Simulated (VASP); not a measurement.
**SiC20: single point with LDA**

SiC20, a slab with vacuum:

```
CELL_PARAMETERS angstrom
4.88864 0.00000 0.00000
0.00000 6.73206 0.00000
0.00000 0.00000 19.87793
ATOMIC_POSITIONS crystal
C 0.18734 0.74999 0.20123
C 0.68734 0.74999 0.20123
C 0.31226 0.25001 0.21897
C 0.81226 0.25001 0.21897
C 0.06225 0.25001 0.25449
C 0.56225 0.25001 0.25449
C 0.18716 0.74999 0.27223
C 0.68716 0.74999 0.27223
C 0.43715 0.74999 0.30775
C 0.93715 0.74999 0.30775
C 0.03273 0.25936 0.32680
C 0.53273 0.25936 0.32680
C 0.27784 0.28807 0.36142
C 0.77784 0.28807 0.36142
C 0.46113 0.68096 0.37461
C 0.96113 0.68096 0.37461
C 0.21512 0.60060 0.39901
C 0.71512 0.60060 0.39901
C 0.24583 0.40383 0.42147
C 0.74583 0.40383 0.42147
Si 0.49583 0.90383 0.43698
```

| Quantity | Value |
| --- | --- |
| Program | VASP 6.6.1 |
| Task | single point |
| Functional | LDA |
| Potentials or basis | VASP PAW LDA potentials, release 64 (C, Si) |
| Cutoff | 520 eV |
| k mesh | 6 × 4 × 1 |
| Occupations | gaussian, width 0.1 eV |
| Spin | no spin polarisation |

```
Largest force          : 2.513 eV/Å
Band gap on the k mesh : zero (bands 42 and 43 overlap by 0.38 eV)
```

Forces in eV/Å, atoms in the order of the input:
```
C    0.211 -0.123  1.272
C    0.029 -0.058  1.402
C   -0.225 -0.035  2.081
C   -0.163  0.000  2.097
C   -1.087 -0.331 -2.145
C   -1.010 -0.346 -2.275
C    0.089  1.200 -1.948
C    0.167  1.165 -2.139
C    0.957 -0.531 -0.637
C    1.125 -0.571  0.644
C   -0.125  0.051  0.169
C   -0.126  0.004  0.181
C    0.004 -0.587 -0.023
C    0.379 -0.412 -0.005
C    0.023  0.086 -0.854
C    0.146  0.240 -0.422
C   -0.806  0.303  1.311
C    0.239  0.519  1.506
C    0.254 -0.039 -0.091
C   -0.145 -0.440 -0.130
Si   0.064 -0.095  0.004
```

Levels at points of the mesh, in eV from the Fermi level:
```csv
k point,band 38,band 39,band 40,band 41,band 42,band 43,band 44,band 45,band 46,band 47
"(0.00, 0.00, 0.00)",-1.43,-1.22,-0.68,-0.29,-0.17,-0.02,0.30,0.65,0.84,1.20
"(0.50, 0.00, 0.00)",-1.74,-1.53,-0.38,-0.10,0.06,0.26,0.57,0.90,1.57,1.77
"(0.00, 0.50, 0.00)",-1.39,-1.22,-0.70,-0.52,-0.38,-0.32,0.32,0.71,0.80,1.05
"(0.50, 0.50, 0.00)",-1.53,-1.37,-0.20,-0.09,-0.04,0.31,0.67,0.96,1.47,1.84
```

Run time: 11 min on 1 thread of Intel(R) Xeon(R) Platinum 8488C (Sapphire Rapids), on a shared host, peak memory 0.64 GiB.
